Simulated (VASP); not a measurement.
Ca: single point with revPBE

The system is Ca.

```
Ca
1.0
     0.00000    2.78841    2.78841
     2.78841    0.00000    2.78841
     2.78841    2.78841    0.00000
Ca
1
Cartesian
  0.0000 0.0000 0.0000
```

| Property | Result |
| --- | --- |
| Program | VASP 6.6.1 |
| Task | single point |
| Functional | revPBE |
| Potentials or basis | VASP PAW PBE potentials, release 64 (Ca_sv) |
| Cutoff | 500 eV |
| k mesh | 8 × 8 × 8 |
| Occupations | methfessel-paxton, width 0.038 eV |
| Spin | no spin polarisation |

| Property | Result |
| --- | --- |
| Pressure | 0.2 GPa |
| Band gap on the k mesh | zero (bands 5 and 6 overlap by 0.42 eV) |

Levels at points of the mesh, in eV from the Fermi level:
```
           k point  band 2  band 3  band 4  band 5  band 6  band 7  band 8  band 9
(0.00, 0.00, 0.00)  -22.95  -22.95  -22.95   -3.88    2.44    2.44    2.44    3.47
(0.50, 0.00, 0.00)  -23.07  -22.97  -22.97   -0.86   -0.11    2.32    2.32    4.13
(0.50, 0.50, 0.00)  -23.07  -22.99  -22.99   -0.33    0.71    1.00    4.12    4.31
```

Wall time 6.3 s on 1 thread of AMD EPYC 9R45 96-Core Processor (Zen 5), with other jobs on the host, peak memory 0.14 GiB.

Caveat: the PAW data sets were made with another functional, which shifts forces and pressure a little.
